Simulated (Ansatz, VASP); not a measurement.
## Two plane-wave programs on KBr

Contents of INCAR:

```
SYSTEM = KBr
PREC     = Accurate       ! precision mode
ENCUT    = 520            ! plane-wave cutoff, eV
EDIFF    = 1E-6           ! SCF threshold, eV
ISMEAR   = 0              ! smearing method
SIGMA    = 0.05           ! smearing width, eV
LREAL    = .FALSE.        ! projectors in reciprocal space
LASPH    = .TRUE.         ! aspherical terms in the spheres
NELM     = 80             ! most SCF steps
ALGO     = Normal         ! electronic algorithm
ISIF     = 2              ! what is computed and relaxed
LWAVE    = .FALSE.        ! write WAVECAR
LCHARG   = .FALSE.        ! write CHGCAR
GGA      = PS             ! functional
NBANDS   = 15             ! bands
```

KPOINTS

```
regular mesh
0
G
  6 6 6
  0 0 0
```

Contents of POSCAR:

```
KBr
1.0
    4.0434990000      0.0000000000      0.0000000000
    0.0000000000      4.0434990000     -0.0404349900
    0.0000000000     -0.0404349900      4.0434990000
K Br
1 1
Direct
    0.0000000000      0.0000000000      0.0000000000
    0.5000000000      0.5000000000      0.5000000000
```

Input for Ansatz:

```yaml
crystal:
  lattice:
    - [4.043499, 0.0, 0.0]
    - [0.0, 4.043499, -0.04043499]
    - [0.0, -0.04043499, 4.043499]
  atoms:
    - { symbol: K, position: [0.0, 0.0, 0.0] }
    - { symbol: Br, position: [0.5, 0.5, 0.5] }
basis:
  ecutwfc: 420
kpoints:
  mp_grid: { grid: [6, 6, 6] }
hamiltonian:
  xc: pbesol
scf:
  occupations: { method: gaussian, width: 0.05 }
output:
  forces: true
  stress: true
  eigenvalues: true
```

Change from the starting cell: strain -0.0200 x Voigt [0, 0, 0, 1, 0, 0], atoms carried along.

Alike in both runs: task single point; functional PBEsol; k mesh 6 × 6 × 6; occupations gaussian, width 0.05 eV; no spin polarisation.

|  | VASP | Ansatz |
| --- | --- | --- |
| version | VASP 6.6.1 | Ansatz 0.2.0 |
| potentials or method | VASP PAW PBE potentials, release 64 (K_sv, Br), cutoff 520 eV | scalar-relativistic, plane waves, PAW |
| valence electrons in the cell | 16 | 16 |

```tsv
	VASP	Ansatz	Ansatz less VASP
gap on the k mesh at the Fermi level (eV)	3.71	3.71	+0.003
least direct gap on the mesh (eV)	3.96	3.96	+0.003
pressure (GPa)	-1.2	-1.2	0.00
```

VASP's potentials were made for PBE, not for PBEsol.
